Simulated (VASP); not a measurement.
Here is a VASP 6.6.1 calculation.

INCAR

```
SYSTEM = Ge
  ALGO = Normal
  DIPOL = 0.5 0.5 0.500
  EDIFF = 1E-7
  ENCUT = 520
  GGA = PE
  IDIPOL = 3
  ISIF = 2
  ISMEAR = 0
  KPAR = 4
  LASPH = .True.
  LCHARG = .True.
  LDIPOL = .True.
  LREAL = Auto
  LVACPOTAV = .True.
  LVHAR = .True.
  LWAVE = .False.
  NBANDS = 186
  NELM = 60
  PREC = Accurate
  SIGMA = 0.05
```

Contents of KPOINTS:

```
k-points
0
Gamma
  8 6 1
  0 0 0
```

File POSCAR:

```
Ge
1.0
    4.0008101680      0.0000000000      0.0000000000
    0.0000000000      5.6580000000      0.0000000000
    0.0000000000      0.0000000000     36.0044559237
Ge
24
Direct
    0.0000000000      0.0000000000      0.1944203799
    0.5000000000      0.2500000000      0.1944203799
    0.5000000000      0.5000000000      0.2499803109
    0.0000000000      0.7500000000      0.2499803109
    0.0000000000      0.0000000000      0.3055402418
    0.5000000000      0.2500000000      0.3055402418
    0.5000000000      0.5000000000      0.3611001727
    0.0000000000      0.7500000000      0.3611001727
    0.0000000000      0.0000000000      0.4166601036
    0.5000000000      0.2500000000      0.4166601036
    0.5000000000      0.5000000000      0.4722200345
    0.0000000000      0.7500000000      0.4722200345
    0.0000000000      0.0000000000      0.5277799655
    0.5000000000      0.2500000000      0.5277799655
    0.5000000000      0.5000000000      0.5833398964
    0.0000000000      0.7500000000      0.5833398964
    0.0000000000      0.0000000000      0.6388998273
    0.5000000000      0.2500000000      0.6388998273
    0.5000000000      0.5000000000      0.6944597582
    0.0000000000      0.7500000000      0.6944597582
    0.0000000000      0.0000000000      0.7500196891
    0.5000000000      0.2500000000      0.7500196891
    0.5000000000      0.5000000000      0.8055796201
    0.0000000000      0.7500000000      0.8055796201
```

Potentials or basis: VASP PAW PBE potentials, release 64 (Ge_d).

The run is started by

```bash
$ cat potpaw_PBE.64/Ge_d/POTCAR > POTCAR
$ mpirun -np 4 vasp_std > vasp.out
```

Task: Predict the band gap on the k mesh.

Result: Zero (bands 168 and 169 overlap by 0.38 eV).

Task: Estimate the largest force.

Result: 0.298 eV/Å.

Forces on the atoms (eV/Å):
```
Ge   0.000  0.121 -0.272
Ge   0.000 -0.121 -0.272
Ge   0.000 -0.185 -0.089
Ge   0.000  0.185 -0.089
Ge   0.000  0.034  0.016
Ge   0.000 -0.034  0.016
Ge   0.000 -0.006  0.054
Ge   0.000  0.006  0.054
Ge   0.000  0.016  0.009
Ge   0.000 -0.016  0.009
Ge   0.000  0.015  0.006
Ge   0.000 -0.015  0.006
Ge   0.000  0.015 -0.006
Ge   0.000 -0.015 -0.006
Ge   0.000  0.016 -0.009
Ge   0.000 -0.016 -0.009
Ge   0.000 -0.006 -0.054
Ge   0.000  0.006 -0.054
Ge   0.000  0.034 -0.016
Ge   0.000 -0.034 -0.016
Ge   0.000 -0.185  0.089
Ge   0.000  0.185  0.089
Ge   0.000  0.121  0.272
Ge   0.000 -0.121  0.272
```
